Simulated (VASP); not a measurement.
# Pt (Fm-3m) in VASP: settings compared

Pt is run at these levels: PBEsol+D3(BJ), PBE+D4, PBE; tasks: relaxation of cell and atoms, single point.

Everything below comes from runs of VASP 6.6.1. Logs are shortened: lines on timing, memory, paths and dates and some standing lists are left out, and cuts for length are marked.

### 1 The cell of the first run

It takes space group Fm-3m (No. 225, cubic). Conventional cell: a = 3.922 Å, b = 3.922 Å, c = 3.922 Å, α = 90.00°, β = 90.00°, γ = 90.00°. Pt (site symmetry m-3m) has 12 Pt at 2.77 Å within 3.7 Å.

### 2 Relaxation of cell and atoms, PBEsol+D3(BJ)

The input, INCAR:

```
ALGO = Normal ; EDIFF = 1E-6
EDIFFG = -0.02 ; ENCUT = 600
GGA = PS ; IBRION = 2
ISIF = 3 ; ISMEAR = -1
IVDW = 12 ; LASPH = T
LCHARG = F ; LREAL = F
LWAVE = F ; NELM = 80
NSW = 80 ; PREC = Accurate
SIGMA = 0.05
```

The input, KPOINTS:

```
k-points
0
Gamma
  12 12 12
```

The input, POSCAR:

```
Pt
1.0
    0.0000000000      1.9609000000      1.9609000000
    1.9609000000      0.0000000000      1.9609000000
    1.9609000000      1.9609000000      0.0000000000
Pt
1
Direct
    0.0000000000      0.0000000000      0.0000000000
```

Potentials or basis: VASP PAW PBE potentials, release 64 (Pt).

Started as:

```
> cat potpaw_PBE.64/Pt/POTCAR > POTCAR
> mpirun -np 1 vasp_std > vasp.out
```

OUTCAR:

```text
EDIFF = 1E-6
   EDIFFG = -0.02
   ENCUT = 600
   GGA = PS
   IBRION = 2
   ISIF = 3
   ISMEAR = -1
   IVDW = 12
   LASPH = T
   LREAL = F
   NELM = 80
   NSW = 80
   PREC = Accurate
 IVDW          = 12

 ion  position               nearest neighbor table
   1  0.000  0.000  0.000-

  LATTYP: Found a face centered cubic cell.
 ALAT       =     3.9218000000

  Lattice vectors:

 A1 = (   0.0000000000,   1.9609000000,   1.9609000000)
 A2 = (   1.9609000000,   0.0000000000,   1.9609000000)
 A3 = (   1.9609000000,   1.9609000000,   0.0000000000)

Analysis of symmetry for initial positions (statically):
=====================================================================
 Subroutine PRICEL returns:
 Original cell was already a primitive cell.

 Routine SETGRP: Setting up the symmetry group for a
 face centered cubic supercell.

 Subroutine GETGRP returns: Found 48 space group operations
 (whereof 48 operations were pure point group operations)
 out of a pool of 48 trial point group operations.

The static configuration has the point symmetry O_h .

Analysis of symmetry for dynamics (positions and initial velocities):
=====================================================================
 Subroutine PRICEL returns:
 Original cell was already a primitive cell.

 Routine SETGRP: Setting up the symmetry group for a
 face centered cubic supercell.

 Subroutine GETGRP returns: Found 48 space group operations
 (whereof 48 operations were pure point group operations)
 out of a pool of 48 trial point group operations.

The dynamic configuration has the point symmetry O_h .

 Subroutine INISYM returns: Found 48 space group operations
 (whereof 48 operations are pure point group operations),
 and found     1 'primitive' translations

----------------------------------------------------------------------------------------

                                     Primitive cell

  volume of cell :      15.0798

  direct lattice vectors                    reciprocal lattice vectors
     0.000000000  1.960900000  1.960900000    -0.254984956  0.254984956  0.254984956
     1.960900000  0.000000000  1.960900000     0.254984956 -0.254984956  0.254984956
     1.960900000  1.960900000  0.000000000     0.254984956  0.254984956 -0.254984956

  length of vectors
     2.773131374  2.773131374  2.773131374     0.441646899  0.441646899  0.441646899

  position of ions in fractional coordinates (direct lattice)
     0.000000000  0.000000000  0.000000000

  ion indices of the primitive-cell ions
   primitive index   ion index
                 1           1

----------------------------------------------------------------------------------------

 KPOINTS: k-points

Automatic generation of k-mesh.
 Grid dimensions read from file:
 generate k-points for:   12   12   12

 Generating k-lattice:

  Cartesian coordinates                     Fractional coordinates (reciprocal lattice)
    -0.021248746  0.021248746  0.021248746     0.083333333  0.000000000  0.000000000
     0.021248746 -0.021248746  0.021248746     0.000000000  0.083333333  0.000000000
     0.021248746  0.021248746 -0.021248746     0.000000000  0.000000000  0.083333333

  Length of vectors
     0.036803908  0.036803908  0.036803908

  Shift w.r.t. Gamma in fractional coordinates (k-lattice)
     0.000000000  0.000000000  0.000000000

 Subroutine IBZKPT returns following result:
 ===========================================

 Found     72 irreducible k-points:

 Following reciprocal coordinates:
            Coordinates               Weight
  0.000000  0.000000  0.000000      1.000000
  0.083333  0.000000  0.000000      8.000000
  0.166667  0.000000  0.000000      8.000000
  0.250000  0.000000  0.000000      8.000000
  0.333333  0.000000  0.000000      8.000000
  0.416667  0.000000  0.000000      8.000000
[... 16 lines left out ...]
  0.500000  0.166667  0.000000     24.000000
 -0.416667  0.166667  0.000000     24.000000
 [... further k-points ...]
   k-points           NKPTS =     72   k-points in BZ     NKDIM =     72   number of bands    NBANDS=      9
   number of dos      NEDOS =    301   number of ions     NIONS =      1
   total plane-waves  NPLWV =  13824
   dimension x,y,z NGX =    24 NGY =   24 NGZ =   24
   dimension x,y,z NGXF=    48 NGYF=   48 NGZF=   48
   ions per type =               1
   NGX,Y,Z   is equivalent  to a cutoff of  14.39, 14.39, 14.39 a.u.
   NGXF,Y,Z  is equivalent  to a cutoff of  28.78, 28.78, 28.78 a.u.
 SYSTEM =  unknown system
   PREC   = accura    normal or accurate (medium, high low for compatibility)
   ISTART =      0    job   : 0-new  1-cont  2-samecut
   ICHARG =      2    charge: 1-file 2-atom 10-const
   ISPIN  =      1    spin polarized calculation?
   LNONCOLLINEAR =      F non collinear calculations
   LSORBIT =      F    spin-orbit coupling
   LASPH  =      T    aspherical Exc in radial PAW
   ENCUT  =  600.0 eV  44.10 Ry    6.64 a.u.   5.54  5.54  5.54*2*pi/ulx,y,z
   NELM   =     80;   NELMIN=  2; NELMDL= -5     # of ELM steps
   EDIFF  = 0.1E-05   stopping-criterion for ELM
   LREAL  =      F    real-space projection
   EDIFFG = -.2E-01   stopping-criterion for IOM
   NSW    =     80    number of steps for IOM
   IBRION =      2    ionic relax: 0-MD 1-quasi-New 2-CG
   NFREE  =      1    steps in history (QN), initial steepest desc. (CG)
   ISIF   =      3    stress and relaxation
   ISYM   =      2    0-nonsym 1-usesym 2-fastsym
   POTIM  = 0.5000    time-step for ionic-motion
   TEBEG  =    0.0;   TEEND  =   0.0 temperature during run
   PSTRESS=    0.0 pullay stress
   NELECT =      10.0000    total number of electrons
   NUPDOWN=      -1.0000    fix difference up-down
   EMIN   =  10.00;   EMAX   =-10.00  energy-range for DOS
   EFERMI =   0.00;   METHOD = LEGACY
   ISMEAR =    -1;   SIGMA  =   0.05  broadening in eV -4-tet -1-fermi 0-gaus
   EFERMI_NEDOS =   21; number of points for ismear=-14 and -15
   IALGO  =     38    algorithm
   IMIX   =      4    mixing-type and parameters
     AMIX     =   0.40;   BMIX     =  1.00
     AMIX_MAG =   1.60;   BMIX_MAG =  1.00
  volume/ion in A,a.u.               =      15.08       101.76
  Fermi-wavevector in a.u.,A,eV,Ry     =   1.427609  2.697791 27.729605  2.038068
  Thomas-Fermi vector in A             =   2.547760
   LORBIT       =      0    0 simple, 1 ext, 2 COOP (PROOUT), +10 PAW based schemes
   GGA     = PS    functional components
   LHFCALC =     F    Hartree Fock is set to
   AEXX    =    0.0000 exact exchange contribution
   IVDW    =    12    specifies the selected vdW correction
   LEPSILON=     F    determine dielectric tensor
   LRPA    =     F    only Hartree local field effects (RPA)
 conjugate gradient relaxation of ions
 non-spin polarized calculation
  energy-cutoff  :      600.00
  volume of cell :       15.08
 maximum number of plane-waves:       531
 NGX is ok and might be reduce to    24
   NGX = 11   NGY = 11   NGZ = 11

--------------------------------------- Ionic step        1  -------------------------------------------

 number of electron      10.0000000 magnetization

 Free energy of the ion-electron system (eV)
  ---------------------------------------------------
  ext. energy  EPLUGINS =         0.00000000
  ---------------------------------------------------
  free energy    TOTEN  =        -6.97303887 eV

  energy without entropy =       -6.95741594  energy(sigma->0) =       -6.96522740

------------------------ aborting loop because EDIFF is reached ----------------------------------------

 Edisp (eV)   -0.74890

 E8    (eV) :    -0.5121

  FORCE on cell =-STRESS in cart. coord.  units (eV):
  Direction    XX          YY          ZZ          XY          YZ          ZX
  --------------------------------------------------------------------------------------
  -------------------------------------------------------------------------------------
  Total      -0.84410    -0.84410    -0.84410     0.00000     0.00000    -0.00000
  in kB     -89.68285   -89.68285   -89.68285     0.00000     0.00000    -0.00000
  external pressure =      -89.68 kB  Pullay stress =        0.00 kB

 VOLUME and BASIS-vectors are now :
 -----------------------------------------------------------------------------
  energy-cutoff  :      600.00
  volume of cell :       15.08
      direct lattice vectors                 reciprocal lattice vectors
     0.000000000  1.960900000  1.960900000    -0.254984956  0.254984956  0.254984956
     1.960900000  0.000000000  1.960900000     0.254984956 -0.254984956  0.254984956
     1.960900000  1.960900000  0.000000000     0.254984956  0.254984956 -0.254984956
[... 79 lines left out ...]
 POSITION                                       TOTAL-FORCE (eV/Angst)
 -----------------------------------------------------------------------------------
      0.00000      0.00000      0.00000        -0.000000      0.000000      0.000000
 -----------------------------------------------------------------------------------
    total drift:                               -0.000000      0.000000     -0.000000

  FREE ENERGIE OF THE ION-ELECTRON SYSTEM (eV)
  ---------------------------------------------------
  free  energy   TOTEN  =        -7.7351951572 eV

  energy  without entropy=       -7.7199019828  energy(sigma->0) =       -7.72754857

--------------------------------------- Ionic step        4  -------------------------------------------

 number of electron       9.9999999 magnetization

 Free energy of the ion-electron system (eV)
  ---------------------------------------------------
  ext. energy  EPLUGINS =         0.00000000
  ---------------------------------------------------
  free energy    TOTEN  =        -6.96270910 eV

  energy without entropy =       -6.94742747  energy(sigma->0) =       -6.95506829

 E-fermi :  11.7257     XC(G=0): -13.8090

 val. band max:       11.7226540490   @ k =  -0.4167   0.3333   0.0833
 cond. band min:      11.7290955486   @ k =   0.5000   0.4167   0.0833
 fundamental gap:      0.0064414996
 Fermi energy:        11.7256738393

 k-point     1 :       0.0000    0.0000    0.0000
  band No.  band energies     occupation
      1       1.0500      2.00000
      2       7.7066      2.00000
      3       7.7066      2.00000
      4       7.7066      2.00000
      5       9.9992      2.00000
      6       9.9992      2.00000
      7      26.2297      0.00000
      8      31.3633      0.00000
      9      31.3633      0.00000

 k-point     2 :       0.0833    0.0000    0.0000
  band No.  band energies     occupation
      1       1.3363      2.00000
      2       7.5775      2.00000
      3       7.8198      2.00000
      4       7.8198      2.00000
      5       9.9363      2.00000
      6       9.9363      2.00000
      7      26.6814      0.00000
      8      30.0231      0.00000
      9      31.8137      0.00000
[... 253 lines left out ...]
 k-point    24 :      -0.4167    0.1667    0.0000
  band No.  band energies     occupation
      1       4.8517      2.00000
      2       7.0235      2.00000
      3       8.3592      2.00000
      4       8.6283      2.00000
      5      11.4001      1.99703
      6      14.7658      0.00000
      7      17.8998      0.00000
      8      26.6278      0.00000
      9      28.7357      0.00000

 [... further k-points ...]

------------------------ aborting loop because EDIFF is reached ----------------------------------------

 Edisp (eV)   -0.77250

 E8    (eV) :    -0.5282

  FORCE on cell =-STRESS in cart. coord.  units (eV):
  Direction    XX          YY          ZZ          XY          YZ          ZX
  --------------------------------------------------------------------------------------
  -------------------------------------------------------------------------------------
  Total      -0.00520    -0.00520    -0.00520     0.00000     0.00000     0.00000
  in kB      -0.56970    -0.56970    -0.56970     0.00000     0.00000     0.00000
  external pressure =       -0.57 kB  Pullay stress =        0.00 kB

 VOLUME and BASIS-vectors are now :
 -----------------------------------------------------------------------------
  energy-cutoff  :      600.00
  volume of cell :       14.62
      direct lattice vectors                 reciprocal lattice vectors
     0.000000000  1.940955037  1.940955037    -0.257605143  0.257605143  0.257605143
     1.940955037 -0.000000000  1.940955037     0.257605143 -0.257605143  0.257605143
     1.940955037  1.940955037 -0.000000000     0.257605143  0.257605143 -0.257605143

 POSITION                                       TOTAL-FORCE (eV/Angst)
 -----------------------------------------------------------------------------------
      1.94096      1.94096     -0.00000         0.000000     -0.000000     -0.000000
 -----------------------------------------------------------------------------------
    total drift:                                0.000000      0.000000      0.000000

  FREE ENERGIE OF THE ION-ELECTRON SYSTEM (eV)
  ---------------------------------------------------
  free  energy   TOTEN  =        -7.7352130997 eV

  energy  without entropy=       -7.7199314724  energy(sigma->0) =       -7.72757229

 reached required accuracy - stopping structural energy minimisation
```

Run time: 76 s. Hardware: 1 thread of AMD EPYC 7R13, shared host; peak memory 0.14 GiB.

Results:

| Quantity | Value |
| --- | --- |
| Free energy | -7.7352 eV |
| Relaxed volume | 14.62 Å³/atom |
| Relaxed cell | a = 2.745 Å, b = 2.745 Å, c = 2.745 Å, α = 60.00°, β = 60.00°, γ = 60.00° |
| Space group after relaxing (to 0.05 Å) | Fm-3m (No. 225) |
| Energy gained by relaxing | 13.3 meV/atom |
| Ionic steps | 4 |
| Pressure after relaxing | -0.1 GPa |
| Band gap on the k mesh | zero (band 5 reaches 12.24 eV, above the bottom of band 6 at 9.88 eV) |
| Dispersion energy per atom | -0.772 eV |

Step by step:
```tsv
step	energy change (eV)	largest force (eV/Å)	pressure (GPa)	volume (Å³)
1	0.0000	0.0000	-8.97	15.08
2	0.1279	0.0000	38.15	13.31
3	-0.0133	0.0000	-0.36	14.64
4	-0.0133	0.0000	-0.06	14.62
```

Final structure:
```xyz
1
Lattice="0.0000 1.9410 1.9410 1.9410 0.0000 1.9410 1.9410 1.9410 0.0000" Properties=species:S:1:pos:R:3 pbc="T T T"
Pt    1.9410    1.9410    0.0000
```

Levels at points of the mesh, in eV from the Fermi level:
```tsv
k point	band 3	band 4	band 5	band 6	band 7	band 8
(0.00, 0.00, 0.00)	-4.02	-4.02	-1.73	-1.73	14.50	19.64
(0.50, 0.00, 0.00)	-4.09	-0.70	0.04	0.04	6.02	14.07
(0.50, 0.50, 0.00)	0.01	0.51	0.51	1.62	9.15	11.41
```

Caveat: the PAW data sets were made with another functional, which shifts forces and pressure a little; spin-orbit coupling is left out, which moves the levels of the heavy elements; pairwise dispersion overbinds metals, which lowers pressure and volume.

### 3 Relaxation of cell and atoms, PBE+D4

The input, INCAR:

```
SYSTEM = Pt
ALGO = Normal ; EDIFF = 1E-6
EDIFFG = -0.005 ; ENCUT = 600
GGA = PE ; IBRION = 2
ISIF = 3 ; ISMEAR = -1
IVDW = 13 ; LASPH = .True.
LCHARG = .False. ; LREAL = .False.
LWAVE = .False. ; NELM = 80
NSW = 80 ; PREC = Accurate
SIGMA = 0.05
```

The input, KPOINTS:

```
k-points
0
Gamma
  12 12 12
  0 0 0
```

POSCAR is that of step 2.

Potentials or basis: VASP PAW PBE potentials, release 64 (Pt).

Started as:

```
> cat potpaw_PBE.64/Pt/POTCAR > POTCAR
> mpirun -np 1 vasp_std > vasp.out
```

Wall time 64 s (1 thread of AMD EPYC 7R13, shared host); peak memory 0.13 GiB.

Results (log left out):

| Item | Value |
| --- | --- |
| Free energy | -6.8665 eV |
| Relaxed volume | 15.20 Å³/atom |
| Relaxed cell | a = 2.781 Å, b = 2.781 Å, c = 2.781 Å, α = 60.00°, β = 60.00°, γ = 60.00° |
| Space group after relaxing (to 0.05 Å) | Fm-3m (No. 225) |
| Energy gained by relaxing | 0.9 meV/atom |
| Ionic steps | 3 |
| Pressure after relaxing | 0.0 GPa |
| Band gap on the k mesh | zero (band 5 reaches 11.61 eV, above the bottom of band 6 at 9.41 eV) |
| Dispersion energy per atom | -0.767 eV |

Step by step:
| step | energy change (eV) | largest force (eV/Å) | pressure (GPa) | volume (Å³) |
| --- | --- | --- | --- | --- |
| 1 | 0.0000 | 0.0000 | 2.28 | 15.08 |
| 2 | 0.0058 | 0.0000 | -5.92 | 15.55 |
| 3 | -0.0009 | 0.0000 | -0.01 | 15.20 |

Final structure:
```
CELL_PARAMETERS angstrom
0.00000 1.96620 1.96620
1.96620 0.00000 1.96620
1.96620 1.96620 0.00000
ATOMIC_POSITIONS crystal
Pt 0.00000 0.00000 0.00000
```

Levels at points of the mesh, in eV from the Fermi level:
| k point | band 3 | band 4 | band 5 | band 6 | band 7 | band 8 |
| --- | --- | --- | --- | --- | --- | --- |
| (0.00, 0.00, 0.00) | -3.75 | -3.75 | -1.63 | -1.63 | 14.64 | 19.56 |
| (0.50, 0.00, 0.00) | -3.82 | -0.46 | 0.02 | 0.02 | 5.76 | 14.20 |
| (0.50, 0.50, 0.00) | -0.01 | 0.47 | 0.47 | 1.77 | 8.78 | 11.35 |

Caveat: spin-orbit coupling is left out, which moves the levels of the heavy elements; pairwise dispersion overbinds metals, which lowers pressure and volume.

### 4 Single point, PBE

The input, INCAR:

```
  ALGO = Normal
  EDIFF = 1E-6
  ENCUT = 500
  GGA = PE
  GGA_COMPAT = F
  ISIF = 2
  ISMEAR = -1
  LASPH = T
  LCHARG = F
  LREAL = F
  LWAVE = F
  NBANDS = 11
  NELM = 120
  PREC = Accurate
  SIGMA = 0.03
```

The input, KPOINTS:

```
k-points
0
Gamma
  5 5 5
```

POSCAR is that of step 3.

Started as:

```
> cat potpaw_PBE.64/Pt/POTCAR > POTCAR
> mpirun -np 1 vasp_std > vasp.out
```

Wall time 1.6 s (1 thread of AMD EPYC 9R45 (Zen 5), shared host); peak memory 0.09 GiB.

It converged, with:

* Free energy: -5.7757 eV
* Pressure: 14.5 GPa
* Band gap on the k mesh: zero (band 5 reaches 11.34 eV, above the bottom of band 6 at 9.59 eV)

Levels at points of the mesh, in eV from the Fermi level:
| k point | band 1 | band 2 | band 3 | band 4 | band 5 | band 6 | band 7 | band 8 | band 9 | band 10 |
| --- | --- | --- | --- | --- | --- | --- | --- | --- | --- | --- |
| (0.00, 0.00, 0.00) | -10.13 | -3.70 | -3.70 | -3.70 | -1.55 | -1.55 | 14.73 | 19.68 | 19.68 | 19.68 |

Caveat: the k points lie up to 0.55 Å⁻¹ apart; spin-orbit coupling is left out, which moves the levels of the heavy elements.

### 5 Summary

```tsv
task	level	cell	k mesh	cutoff (eV)	smearing	gap on the mesh (eV)	pressure (GPa)	relaxed volume (Å³/atom)
relaxation of cell and atoms	PBEsol+D3(BJ)	relaxed	12 × 12 × 12	600	fermi-dirac 0.05 eV	none	-0.1	14.62
relaxation of cell and atoms	PBE+D4	relaxed	12 × 12 × 12	600	fermi-dirac 0.05 eV	none	0.0	15.20
single point	PBE	as given	5 × 5 × 5	500	fermi-dirac 0.03 eV	none	14.5	-
```

Alike in all rows: potentials or basis VASP PAW PBE potentials, release 64 (Pt); no spin polarisation.

Caveats: some runs use coarse meshes; spin-orbit coupling is left out, which moves the levels of the heavy elements; pairwise dispersion overbinds metals, which lowers pressure and volume (some runs); the PAW data sets were made with another functional, which shifts forces and pressure a little (some runs).

Absolute energies hang on the potentials; compare differences alone.
